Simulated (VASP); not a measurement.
# Cl in VASP: single point with PBE+D3(BJ)

Aim: the single point of Cl with PBE+D3(BJ).

Program: VASP 6.6.1. These are calculated values, not measurements. Logs are shortened: lines on timing, memory, paths and dates and some standing lists are left out, and cuts for length are marked.

## 1. The cell of the first run

The cell holds a molecule in a box, 1 atom: a = 5.909 Å, b = 6.517 Å, c = 23.808 Å, α = 90.00°, β = 90.00°, γ = 90.00°.

## 2. Single point, PBE+D3(BJ), collinear spin, ferromagnetic start

File INCAR:

```
SYSTEM = Cl
ALGO = Normal
DIPOL = 0.5 0.5 0.620
EDIFF = 1E-7
ENCUT = 520
GGA = PE
IDIPOL = 3
ISIF = 2
ISMEAR = 0
ISPIN = 2
IVDW = 12
LASPH = .TRUE.
LCHARG = .FALSE.
LDIPOL = .TRUE.
LORBIT = 11
LREAL = .FALSE.
LWAVE = .FALSE.
MAGMOM = 1
NBANDS = 14
NELM = 150
PREC = Accurate
SIGMA = 0.05
```

File KPOINTS:

```
k-points
0
G
  3 3 1
  0 0 0
```

File POSCAR:

```
Cl
1.0
    5.9085268479      0.0000000000      0.0000000000
    0.0000000000      6.5169368653      0.0000000000
    0.0000000000      0.0000000000     23.8081649910
Cl
1
Direct
    0.7500000000      0.0709514463      0.6198540141
```

Potentials or basis: VASP PAW PBE potentials, release 64 (Cl).

The run is started by

```sh
> cat potpaw_PBE.64/Cl/POTCAR > POTCAR
> mpirun -np 1 vasp_std > vasp.out
```

OUTCAR:

```text
SYSTEM = Cl
   EDIFF = 1E-7
   ENCUT = 520
   GGA = PE
   ISIF = 2
   ISMEAR = 0
   ISPIN = 2
   IVDW = 12
   LASPH = .TRUE.
   LORBIT = 11
   LREAL = .FALSE.
   NELM = 150
   PREC = Accurate
 IVDW          = 12

 ion  position               nearest neighbor table
   1  0.750  0.071  0.620-

  LATTYP: Found a simple orthorhombic cell.
 ALAT       =     5.9085268479
 B/A-ratio  =     1.1029715246
 C/A-ratio  =     4.0294587135

  Lattice vectors:

 A1 = (   5.9085268479,   0.0000000000,   0.0000000000)
 A2 = (   0.0000000000,   6.5169368653,   0.0000000000)
 A3 = (   0.0000000000,   0.0000000000,  23.8081649910)

Analysis of symmetry for initial positions (statically):
=====================================================================
 Subroutine PRICEL returns:
 Original cell was already a primitive cell.

 Routine SETGRP: Setting up the symmetry group for a
 simple orthorhombic supercell.

 Subroutine GETGRP returns: Found  8 space group operations
 (whereof  1 operations were pure point group operations)
 out of a pool of  8 trial point group operations.

The static configuration has the point symmetry C_1 .
 The point group associated with its full space group is D_2h.

Analysis of symmetry for dynamics (positions and initial velocities):
=====================================================================
 Subroutine PRICEL returns:
 Original cell was already a primitive cell.

 Routine SETGRP: Setting up the symmetry group for a
 simple orthorhombic supercell.

 Subroutine GETGRP returns: Found  8 space group operations
 (whereof  1 operations were pure point group operations)
 out of a pool of  8 trial point group operations.

The dynamic configuration has the point symmetry C_1 .
 The point group associated with its full space group is D_2h.

Analysis of structural, dynamic, and magnetic symmetry:
=====================================================================
 Subroutine PRICEL returns:
 Original cell was already a primitive cell.

 Routine SETGRP: Setting up the symmetry group for a
 simple orthorhombic supercell.

 Subroutine GETGRP returns: Found  8 space group operations
 (whereof  1 operations were pure point group operations)
 out of a pool of  8 trial point group operations.

The overall configuration has the point symmetry C_1 .
 The point group associated with its full space group is D_2h.

 Subroutine INISYM returns: Found  8 space group operations
 (whereof  1 operations are pure point group operations),
 and found     1 'primitive' translations

----------------------------------------------------------------------------------------

                                     Primitive cell

  volume of cell :     916.7452

  direct lattice vectors                    reciprocal lattice vectors
     5.908526848  0.000000000  0.000000000     0.169246925  0.000000000  0.000000000
     0.000000000  6.516936865  0.000000000     0.000000000  0.153446323  0.000000000
     0.000000000  0.000000000 23.808164991     0.000000000  0.000000000  0.042002397

  length of vectors
     5.908526848  6.516936865 23.808164991     0.169246925  0.153446323  0.042002397

  position of ions in fractional coordinates (direct lattice)
     0.750000000  0.070951446  0.619854014

  ion indices of the primitive-cell ions
   primitive index   ion index
                 1           1

----------------------------------------------------------------------------------------

 KPOINTS: k-points

Automatic generation of k-mesh.
 Grid dimensions read from file:
 generate k-points for:    3    3    1

 Generating k-lattice:

  Cartesian coordinates                     Fractional coordinates (reciprocal lattice)
     0.056415642  0.000000000  0.000000000     0.333333333  0.000000000  0.000000000
     0.000000000  0.051148774  0.000000000     0.000000000  0.333333333  0.000000000
     0.000000000  0.000000000  0.042002397     0.000000000  0.000000000  1.000000000

  Length of vectors
     0.056415642  0.051148774  0.042002397

  Shift w.r.t. Gamma in fractional coordinates (k-lattice)
     0.000000000  0.000000000  0.000000000

[... 19 lines left out ...]
 SYSTEM =  Cl
   PREC   = accura    normal or accurate (medium, high low for compatibility)
   ISTART =      0    job   : 0-new  1-cont  2-samecut
   ICHARG =      2    charge: 1-file 2-atom 10-const
   ISPIN  =      2    spin polarized calculation?
   LNONCOLLINEAR =      F non collinear calculations
   LSORBIT =      F    spin-orbit coupling
   LASPH  =      T    aspherical Exc in radial PAW
   ENCUT  =  520.0 eV  38.22 Ry    6.18 a.u.  10.99 12.12 44.27*2*pi/ulx,y,z
   NELM   =    150;   NELMIN=  2; NELMDL= -5     # of ELM steps
   EDIFF  = 0.1E-06   stopping-criterion for ELM
   LREAL  =      F    real-space projection
   EDIFFG = 0.1E-05   stopping-criterion for IOM
   NSW    =      0    number of steps for IOM
   IBRION =     -1    ionic relax: 0-MD 1-quasi-New 2-CG
   NFREE  =      0    steps in history (QN), initial steepest desc. (CG)
   ISIF   =      2    stress and relaxation
   ISYM   =      2    0-nonsym 1-usesym 2-fastsym
   POTIM  = 0.5000    time-step for ionic-motion
   TEBEG  =    0.0;   TEEND  =   0.0 temperature during run
   PSTRESS=    0.0 pullay stress
   NELECT =       7.0000    total number of electrons
   NUPDOWN=      -1.0000    fix difference up-down
   EMIN   =  10.00;   EMAX   =-10.00  energy-range for DOS
   EFERMI =   0.00;   METHOD = LEGACY
   ISMEAR =     0;   SIGMA  =   0.05  broadening in eV -4-tet -1-fermi 0-gaus
   EFERMI_NEDOS =   21; number of points for ismear=-14 and -15
   IALGO  =     38    algorithm
   IMIX   =      4    mixing-type and parameters
     AMIX     =   0.40;   BMIX     =  1.00
     AMIX_MAG =   1.60;   BMIX_MAG =  1.00
  volume/ion in A,a.u.               =     916.75      6186.50
  Fermi-wavevector in a.u.,A,eV,Ry     =   0.322372  0.609196  1.413972  0.103924
  Thomas-Fermi vector in A             =   1.210690
   LORBIT       =     11    0 simple, 1 ext, 2 COOP (PROOUT), +10 PAW based schemes
   GGA     = PE    functional components
   LHFCALC =     F    Hartree Fock is set to
   AEXX    =    0.0000 exact exchange contribution
   IVDW    =    12    specifies the selected vdW correction
   LEPSILON=     F    determine dielectric tensor
   LRPA    =     F    only Hartree local field effects (RPA)
 spin polarized calculation
 Gauss-broadening in eV      SIGMA  =   0.05
  energy-cutoff  :      520.00
  volume of cell :      916.75
 maximum number of plane-waves:     24713
 NGX is ok and might be reduce to    48
   NGX = 21   NGY = 25   NGZ = 89

 dipolmoment           0.000000      0.000000     -0.000000 electrons x Angstroem

 number of electron       6.9999999 magnetization       1.0000000

 dipolmoment           0.000000      0.000000      0.000000 electrons x Angstroem

 Free energy of the ion-electron system (eV)
  ---------------------------------------------------
  ext. energy  EPLUGINS =         0.00000000
  ---------------------------------------------------
  free energy    TOTEN  =        -0.27934494 eV

  energy without entropy =       -0.24193740  energy(sigma->0) =       -0.26064117

 E-fermi :  -7.8969     XC(G=0):  -0.6322

 val. band max:       -7.9037436718   @ k =   0.3333   0.0000   0.0000
 cond. band min:      -7.8944670051   @ k =   0.0000   0.0000   0.0000
 fundamental gap:      0.0092766667
 Fermi energy:        -7.8968985320

 spin component 1

 k-point     1 :       0.0000    0.0000    0.0000
  band No.  band energies     occupation
      1     -20.9288      1.00000
      2      -8.7997      1.00000
      3      -8.7938      1.00000
      4      -8.7779      1.00000
      5      -0.8149      0.00000
      6       0.1818      0.00000
      7       0.2826      0.00000
      8       0.9159      0.00000
      9       0.9648      0.00000
     10       2.0600      0.00000
     11       2.1607      0.00000
     12       2.2588      0.00000
     13       2.8730      0.00000
     14       3.1191      0.00000
[... 36 lines left out ...]
  band No.  band energies     occupation
      1     -20.9283      1.00000
      2      -8.8003      1.00000
      3      -8.8000      1.00000
      4      -8.7966      1.00000
      5       0.1434      0.00000
      6       0.9960      0.00000
      7       1.1585      0.00000
      8       1.3165      0.00000
      9       1.5396      0.00000
     10       1.7303      0.00000
     11       1.8782      0.00000
     12       2.0417      0.00000
     13       2.3278      0.00000
     14       2.3370      0.00000
 Fermi energy:        -7.8968985320

 spin component 2

 k-point     1 :       0.0000    0.0000    0.0000
  band No.  band energies     occupation
      1     -19.9679      1.00000
      2      -7.9149      0.69435
      3      -7.9066      0.60763
      4      -7.8945      0.47258
      5      -0.7138      0.00000
      6       0.2062      0.00000
      7       0.2840      0.00000
      8       0.9381      0.00000
      9       0.9815      0.00000
     10       2.1175      0.00000
     11       2.2830      0.00000
     12       2.3046      0.00000
     13       2.9906      0.00000
     14       3.2544      0.00000
[... 37 lines left out ...]
      1     -19.9672      1.00000
      2      -7.9227      0.76725
      3      -7.9148      0.69371
      4      -7.9106      0.65103
      5       0.2521      0.00000
      6       1.0284      0.00000
      7       1.1610      0.00000
      8       1.4213      0.00000
      9       1.6475      0.00000
     10       1.7554      0.00000
     11       1.9037      0.00000
     12       2.0986      0.00000
     13       2.3354      0.00000
     14       2.3851      0.00000

------------------------ aborting loop because EDIFF is reached ----------------------------------------

 vacuum level on the upper side and lower side of the slab       (xc-potential included)         0.002         0.002

 Edisp (eV)   -0.00274

 E8    (eV) :    -0.0005

  FORCE on cell =-STRESS in cart. coord.  units (eV):
  Direction    XX          YY          ZZ          XY          YZ          ZX
  --------------------------------------------------------------------------------------
  -------------------------------------------------------------------------------------
  Total      -0.04758    -0.02312    -0.01109     0.00000     0.00000     0.00000
  in kB      -0.08316    -0.04041    -0.01939     0.00000     0.00000     0.00000
  external pressure =       -0.05 kB  Pullay stress =        0.00 kB

 VOLUME and BASIS-vectors are now :
 -----------------------------------------------------------------------------
  energy-cutoff  :      520.00
  volume of cell :      916.75
      direct lattice vectors                 reciprocal lattice vectors
     5.908526848  0.000000000  0.000000000     0.169246925  0.000000000  0.000000000
     0.000000000  6.516936865  0.000000000     0.000000000  0.153446323  0.000000000
     0.000000000  0.000000000 23.808164991     0.000000000  0.000000000  0.042002397

 POSITION                                       TOTAL-FORCE (eV/Angst)
 -----------------------------------------------------------------------------------
      4.43140      0.46239     14.75759         0.000000      0.000000      0.000000
 -----------------------------------------------------------------------------------
    total drift:                               -0.000000     -0.000001     -0.000013

  FREE ENERGIE OF THE ION-ELECTRON SYSTEM (eV)
  ---------------------------------------------------
  free  energy   TOTEN  =        -0.2820849027 eV

  energy  without entropy=       -0.2446773710  energy(sigma->0) =       -0.26338114

 vacuum level on the upper side and lower side of the slab         0.209         0.209

 total charge

# of ion       s       p       d       tot
------------------------------------------
    1        1.624   3.282   0.000   4.906

 magnetization (x)

# of ion       s       p       d       tot
------------------------------------------
    1        0.014   0.693   0.000   0.706
```

It took 6.2 min on 1 thread of AMD EPYC 7R13, shared host; peak memory 1.1 GiB.

Results:

```
Free energy                                           : -0.2821 eV
Gap between the frontier levels                       : zero (filled and empty bands overlap)
Net moment                                            : 1.00 μB per cell
Site moments                                          : Cl +0.71 μB
Valence electrons inside the program's atomic spheres : Cl 4.91
Dispersion energy per atom                            : -0.003 eV
```
